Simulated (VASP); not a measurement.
# Fe (Im-3m) in VASP: relaxation of cell and atoms with PBEsol

Aim: the relaxation of cell and atoms of Fe with PBEsol.

Program: VASP 6.6.1. These are calculated values, not measurements. Logs are shortened: lines on timing, memory, paths and dates and some standing lists are left out, and cuts for length are marked.

### 1 The cell of the first run

Symmetry: Im-3m, No. 229, cubic system. The conventional cell has a = 2.788 Å, b = 2.788 Å, c = 2.788 Å, α = 90.00°, β = 90.00°, γ = 90.00°. Fe (site symmetry m-3m) has 14 Fe at 2.41 to 2.79 Å within 3.2 Å.

### 2 Relaxation of cell and atoms, PBEsol, collinear spin, ferromagnetic start

The input, INCAR:

```
PREC = Accurate ; ENCUT = 600
EDIFF = 1E-7 ; ISMEAR = -1
SIGMA = 0.1 ; LREAL = F
LASPH = T ; NELM = 150
ALGO = Normal ; ISIF = 3
LWAVE = F ; LCHARG = F
ISPIN = 2 ; MAGMOM = 2.5
LORBIT = 11 ; LMAXMIX = 4
GGA = PS ; IBRION = 2
NSW = 60 ; EDIFFG = -0.005
```

The input, KPOINTS:

```
regular mesh
0
Gamma
  22 22 22
```

The input, POSCAR:

```
Fe
1.0
   -1.3940650116      1.3940650116      1.3940650116
    1.3940650116     -1.3940650116      1.3940650116
    1.3940650116      1.3940650116     -1.3940650116
Fe
1
Direct
    0.0000000000      0.0000000000      0.0000000000
```

Potentials or basis: VASP PAW PBE potentials, release 64 (Fe).

The run is started by

```console
> cat potpaw_PBE.64/Fe/POTCAR > POTCAR
> mpirun -np 1 vasp_std > vasp.out
```

OUTCAR:

```text
PREC = Accurate
   ENCUT = 600
   EDIFF = 1E-7
   ISMEAR = -1
   LREAL = F
   LASPH = T
   NELM = 150
   ISIF = 3
   ISPIN = 2
   LORBIT = 11
   GGA = PS
   IBRION = 2
   NSW = 60
   EDIFFG = -0.005

 ion  position               nearest neighbor table
   1  0.000  0.000  0.000-

  LATTYP: Found a body centered cubic cell.
 ALAT       =     2.7881300232

  Lattice vectors:

 A1 = (  -1.3940650116,   1.3940650116,   1.3940650116)
 A2 = (   1.3940650116,  -1.3940650116,   1.3940650116)
 A3 = (   1.3940650116,   1.3940650116,  -1.3940650116)

Analysis of symmetry for initial positions (statically):
=====================================================================
 Subroutine PRICEL returns:
 Original cell was already a primitive cell.

 Routine SETGRP: Setting up the symmetry group for a
 body centered cubic supercell.

 Subroutine GETGRP returns: Found 48 space group operations
 (whereof 48 operations were pure point group operations)
 out of a pool of 48 trial point group operations.

The static configuration has the point symmetry O_h .

Analysis of symmetry for dynamics (positions and initial velocities):
=====================================================================
 Subroutine PRICEL returns:
 Original cell was already a primitive cell.

 Routine SETGRP: Setting up the symmetry group for a
 body centered cubic supercell.

 Subroutine GETGRP returns: Found 48 space group operations
 (whereof 48 operations were pure point group operations)
 out of a pool of 48 trial point group operations.

The dynamic configuration has the point symmetry O_h .

Analysis of structural, dynamic, and magnetic symmetry:
=====================================================================
 Subroutine PRICEL returns:
 Original cell was already a primitive cell.

 Routine SETGRP: Setting up the symmetry group for a
 body centered cubic supercell.

 Subroutine GETGRP returns: Found 48 space group operations
 (whereof 48 operations were pure point group operations)
 out of a pool of 48 trial point group operations.

The overall configuration has the point symmetry O_h .

 Subroutine INISYM returns: Found 48 space group operations
 (whereof 48 operations are pure point group operations),
 and found     1 'primitive' translations

----------------------------------------------------------------------------------------

                                     Primitive cell

  volume of cell :      10.8370

  direct lattice vectors                    reciprocal lattice vectors
    -1.394065012  1.394065012  1.394065012     0.000000000  0.358663331  0.358663331
     1.394065012 -1.394065012  1.394065012     0.358663331  0.000000000  0.358663331
     1.394065012  1.394065012 -1.394065012     0.358663331  0.358663331  0.000000000

  length of vectors
     2.414591429  2.414591429  2.414591429     0.507226546  0.507226546  0.507226546

  position of ions in fractional coordinates (direct lattice)
     0.000000000  0.000000000  0.000000000

  ion indices of the primitive-cell ions
   primitive index   ion index
                 1           1

----------------------------------------------------------------------------------------

 KPOINTS: regular mesh

Automatic generation of k-mesh.
 Grid dimensions read from file:
 generate k-points for:   22   22   22

 Generating k-lattice:

  Cartesian coordinates                     Fractional coordinates (reciprocal lattice)
     0.000000000  0.016302879  0.016302879     0.045454545  0.000000000  0.000000000
     0.016302879  0.000000000  0.016302879     0.000000000  0.045454545  0.000000000
     0.016302879  0.016302879  0.000000000     0.000000000  0.000000000  0.045454545

  Length of vectors
     0.023055752  0.023055752  0.023055752

  Shift w.r.t. Gamma in fractional coordinates (k-lattice)
     0.000000000  0.000000000  0.000000000

 Subroutine IBZKPT returns following result:
 ===========================================

 Found    328 irreducible k-points:

 Following reciprocal coordinates:
            Coordinates               Weight
  0.000000  0.000000  0.000000      1.000000
  0.045455  0.000000  0.000000     12.000000
  0.090909  0.000000  0.000000     12.000000
  0.136364  0.000000  0.000000     12.000000
  0.181818  0.000000  0.000000     12.000000
  0.227273  0.000000  0.000000     12.000000
[... 16 lines left out ...]
  0.090909  0.090909  0.000000     24.000000
  0.136364  0.090909  0.000000     48.000000
 [... further k-points ...]
   k-points           NKPTS =    328   k-points in BZ     NKDIM =    328   number of bands    NBANDS=      9
   number of dos      NEDOS =    301   number of ions     NIONS =      1
   total plane-waves  NPLWV =   8000
   dimension x,y,z NGX =    20 NGY =   20 NGZ =   20
   dimension x,y,z NGXF=    40 NGYF=   40 NGZF=   40
   ions per type =               1
   NGX,Y,Z   is equivalent  to a cutoff of  13.77, 13.77, 13.77 a.u.
   NGXF,Y,Z  is equivalent  to a cutoff of  27.54, 27.54, 27.54 a.u.
 SYSTEM =  unknown system
   PREC   = accura    normal or accurate (medium, high low for compatibility)
   ISTART =      0    job   : 0-new  1-cont  2-samecut
   ICHARG =      2    charge: 1-file 2-atom 10-const
   ISPIN  =      2    spin polarized calculation?
   LNONCOLLINEAR =      F non collinear calculations
   LSORBIT =      F    spin-orbit coupling
   LASPH  =      T    aspherical Exc in radial PAW
   ENCUT  =  600.0 eV  44.10 Ry    6.64 a.u.   4.82  4.82  4.82*2*pi/ulx,y,z
   NELM   =    150;   NELMIN=  2; NELMDL= -5     # of ELM steps
   EDIFF  = 0.1E-06   stopping-criterion for ELM
   LREAL  =      F    real-space projection
   EDIFFG = -.5E-02   stopping-criterion for IOM
   NSW    =     60    number of steps for IOM
   IBRION =      2    ionic relax: 0-MD 1-quasi-New 2-CG
   NFREE  =      1    steps in history (QN), initial steepest desc. (CG)
   ISIF   =      3    stress and relaxation
   ISYM   =      2    0-nonsym 1-usesym 2-fastsym
   POTIM  = 0.5000    time-step for ionic-motion
   TEBEG  =    0.0;   TEEND  =   0.0 temperature during run
   PSTRESS=    0.0 pullay stress
   NELECT =       8.0000    total number of electrons
   NUPDOWN=      -1.0000    fix difference up-down
   EMIN   =  10.00;   EMAX   =-10.00  energy-range for DOS
   EFERMI =   0.00;   METHOD = LEGACY
   ISMEAR =    -1;   SIGMA  =   0.10  broadening in eV -4-tet -1-fermi 0-gaus
   EFERMI_NEDOS =   21; number of points for ismear=-14 and -15
   IALGO  =     38    algorithm
   IMIX   =      4    mixing-type and parameters
     AMIX     =   0.40;   BMIX     =  1.00
     AMIX_MAG =   1.60;   BMIX_MAG =  1.00
  volume/ion in A,a.u.               =      10.84        73.13
  Fermi-wavevector in a.u.,A,eV,Ry     =   1.479569  2.795979 29.784834  2.189124
  Thomas-Fermi vector in A             =   2.593710
   LORBIT       =     11    0 simple, 1 ext, 2 COOP (PROOUT), +10 PAW based schemes
   GGA     = PS    functional components
   LHFCALC =     F    Hartree Fock is set to
   AEXX    =    0.0000 exact exchange contribution
   IVDW    =     0    specifies the selected vdW correction
   LEPSILON=     F    determine dielectric tensor
   LRPA    =     F    only Hartree local field effects (RPA)
 conjugate gradient relaxation of ions
 spin polarized calculation
  energy-cutoff  :      600.00
  volume of cell :       10.84
 maximum number of plane-waves:       372
   NGX =  9   NGY =  9   NGZ =  9

--------------------------------------- Ionic step        1  -------------------------------------------

 number of electron       8.0000000 magnetization       2.1110472

 Free energy of the ion-electron system (eV)
  ---------------------------------------------------
  ext. energy  EPLUGINS =         0.00000000
  ---------------------------------------------------
  free energy    TOTEN  =        -8.93370565 eV

  energy without entropy =       -8.90230432  energy(sigma->0) =       -8.91800499

------------------------ aborting loop because EDIFF is reached ----------------------------------------

  FORCE on cell =-STRESS in cart. coord.  units (eV):
  Direction    XX          YY          ZZ          XY          YZ          ZX
  --------------------------------------------------------------------------------------
  -------------------------------------------------------------------------------------
  Total       -0.0103365     -0.0103365     -0.0103365     -0.0000000      0.0000000     -0.0000000
  in kB       -1.5281794     -1.5281794     -1.5281794     -0.0000000      0.0000000     -0.0000000
  external PRESSURE =      -1.5281794 kB  Pullay stress =       0.0000000 kB
[... 55 lines left out ...]
  energy  without entropy=       -8.9022819267  energy(sigma->0) =       -8.91799407

--------------------------------------- Ionic step        3  -------------------------------------------

 number of electron       8.0000000 magnetization       2.1098051

 Free energy of the ion-electron system (eV)
  ---------------------------------------------------
  ext. energy  EPLUGINS =         0.00000000
  ---------------------------------------------------
  free energy    TOTEN  =        -8.93371008 eV

  energy without entropy =       -8.90229620  energy(sigma->0) =       -8.91800314

 E-fermi :   6.2089     XC(G=0): -13.5536

 val. band max:        6.2066948243   @ k =   0.4091   0.0455   0.0455
 cond. band min:       6.2318306333   @ k =  -0.4545  -0.4545   0.0455
 fundamental gap:      0.0251358091
 Fermi energy:         6.2088952277

 spin component 1

 k-point     1 :       0.0000    0.0000    0.0000
  band No.  band energies     occupation
      1      -2.6358      1.00000
      2       3.7736      1.00000
      3       3.7736      1.00000
      4       3.7736      1.00000
      5       5.1371      0.99998
      6       5.1371      0.99998
      7      31.5695      0.00000
      8      31.5695      0.00000
      9      31.5695      0.00000
[... 265 lines left out ...]
 k-point    24 :       0.1364    0.0909    0.0000
  band No.  band energies     occupation
      1      -1.0538      1.00000
      2       3.4164      1.00000
      3       3.5243      1.00000
      4       4.7187      1.00000
      5       4.8502      1.00000
      6       5.2317      0.99994
      7      25.6700      0.00000
      8      27.4164      0.00000
      9      31.6469      0.00000

 [... further k-points ...]

 spin component 2

 k-point     1 :       0.0000    0.0000    0.0000
  band No.  band energies     occupation
      1      -2.3672      1.00000
      2       5.6160      0.99735
      3       5.6161      0.99734
      4       5.6161      0.99734
      5       7.7083      0.00000
      6       7.7084      0.00000
      7      31.5000      0.00000
      8      31.5000      0.00000
      9      31.5000      0.00000
[... 304 lines left out ...]
  FREE ENERGIE OF THE ION-ELECTRON SYSTEM (eV)
  ---------------------------------------------------
  free  energy   TOTEN  =        -8.9337100846 eV

  energy  without entropy=       -8.9022961968  energy(sigma->0) =       -8.91800314

 reached required accuracy - stopping structural energy minimisation

 total charge

# of ion       s       p       d       tot
------------------------------------------
    1        0.511   0.589   6.278   7.378

 magnetization (x)

# of ion       s       p       d       tot
------------------------------------------
    1       -0.012  -0.049   2.152   2.091
```

Run time: 1.9 min. Hardware: 1 thread of Intel Xeon Platinum 8488C (Sapphire Rapids), shared host; peak memory 0.19 GiB.

What came out:

| Property | Result |
| --- | --- |
| Free energy | -8.9337 eV |
| Relaxed volume | 10.83 Å³/atom |
| Relaxed cell | a = 2.414 Å, b = 2.414 Å, c = 2.414 Å, α = 109.47°, β = 109.47°, γ = 109.47° |
| Space group after relaxing (to 0.1 Å) | Im-3m (No. 229) |
| Energy gained by relaxing | 0.0 meV/atom |
| Ionic steps | 3 |
| Pressure after relaxing | 0.0 GPa |
| Net moment | 2.11 μB per cell |
| Site moments | Fe +2.09 μB |
| Valence electrons inside the program's atomic spheres | Fe 7.38 |

Final structure:
```
Fe
1.0
    -1.39369    1.39369    1.39369
     1.39369   -1.39369    1.39369
     1.39369    1.39369   -1.39369
Fe
1
Direct
  0.00000 0.00000 0.00000
```

Levels at points of the mesh, in eV from the Fermi level:
Spin up:
| k point | band 3 | band 4 | band 5 | band 6 | band 7 | band 8 |
| --- | --- | --- | --- | --- | --- | --- |
| (0.00, 0.00, 0.00) | -2.44 | -2.44 | -1.07 | -1.07 | 25.36 | 25.36 |
| (0.50, 0.00, 0.00) | -1.01 | -0.86 | 0.38 | 0.48 | 7.73 | 18.65 |
| (0.50, 0.50, 0.50) | 0.18 | 0.18 | 0.18 | 10.15 | 10.15 | 10.15 |
Spin down:
```tsv
k point	band 1	band 2	band 3	band 4	band 5	band 6
(0.00, 0.00, 0.00)	-8.58	-0.59	-0.59	-0.59	1.50	1.50
(0.50, 0.00, 0.00)	-4.00	-1.96	0.62	1.38	1.78	2.62
(0.50, 0.50, 0.50)	-3.45	-3.45	2.29	2.29	2.29	10.51
```

Caveat: the PAW data sets were made with another functional, which shifts forces and pressure a little.
